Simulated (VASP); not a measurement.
Here is a VASP 6.6.1 calculation.

File INCAR:

```
SYSTEM = CdS
PREC = Accurate
ENCUT = 520
EDIFF = 1E-6
ISMEAR = 0
SIGMA = 0.1
LREAL = .FALSE.
LASPH = .TRUE.
NELM = 80
ALGO = Normal
ISIF = 2
LWAVE = .FALSE.
LCHARG = .TRUE.
GGA = PE
LELF = .TRUE.
LVHAR = .TRUE.
NBANDS = 16
```

File KPOINTS:

```
Automatic mesh
0
G
  6 6 4
  0 0 0
```

File POSCAR:

```
CdS
1.0
    3.3899083110      0.0000000000      0.0000000000
    0.0000000000      3.3899083110      0.0000000000
    0.0000000000      0.0000000000      3.4573442786
Cd S
1 1
Direct
    0.5000000000      0.5000000000      0.5000000000
    0.0000000000      0.0000000000      0.0000000000
```

Potentials or basis: VASP PAW PBE potentials, release 64 (Cd, S).

Launch:

```sh
$ cat potpaw_PBE.64/Cd/POTCAR potpaw_PBE.64/S/POTCAR > POTCAR
$ mpirun -np 1 vasp_std > vasp.out
```

Q: What does it give for the pressure?

A: 0.3 GPa.

Q: Predict the band gap on the k mesh.

A: Zero (bands 9 and 10 overlap by 1.13 eV).

Stress tensor (GPa, compression positive):
```
0.27 0.00 0.00
0.00 0.27 0.00
0.00 0.00 0.51
```

Caveat: the k points lie up to 0.45 Å⁻¹ apart, too coarse for converged energies and pressures of a metal.
